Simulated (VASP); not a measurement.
Here is a VASP 6.6.1 calculation.

Contents of INCAR:

```
SYSTEM = Ge
PREC = Accurate
ENCUT = 600
EDIFF = 1E-6
ISMEAR = 0
SIGMA = 0.1
LREAL = .FALSE.
LASPH = .TRUE.
NELM = 80
ALGO = Normal
ISIF = 3
LWAVE = .FALSE.
LCHARG = .FALSE.
GGA = PE
IBRION = 2
NSW = 90
EDIFFG = -0.04
```

The input KPOINTS:

```
regular mesh
0
G
  6 6 6
  0 0 0
```

Contents of POSCAR:

```
Ge
1.0
   -3.6029806600      3.6029806600      2.1545889800
    3.6029806600     -3.6029806600      2.1545889800
    3.6029806600      3.6029806600     -2.1545889800
Ge
6
Direct
    0.5000000000      0.5000000000      0.0000000000
    0.2500000000      0.7500000000      0.5000000000
    0.8251750700      0.6250000000      0.7001750700
    0.9248249300      0.1250000000      0.2998249300
    0.3750000000      0.1748249300      0.2998249300
    0.8750000000      0.0751750700      0.7001750700
```

Potentials or basis: VASP PAW PBE potentials, release 64 (Ge_d).

Command:

```bash
$ cat potpaw_PBE.64/Ge_d/POTCAR > POTCAR
$ mpirun -np 1 vasp_std > vasp.out
```

(1) Estimate the relaxed cell.

(2) Predict the relaxed volume.

Results:

(1) a = 5.812 Å, b = 5.812 Å, c = 5.812 Å, α = 98.99°, β = 98.99°, γ = 133.43°.

(2) 21.83 Å³/atom.

Caveat: the volume moved by over 15 % at a fixed basis, so the end points are rough.
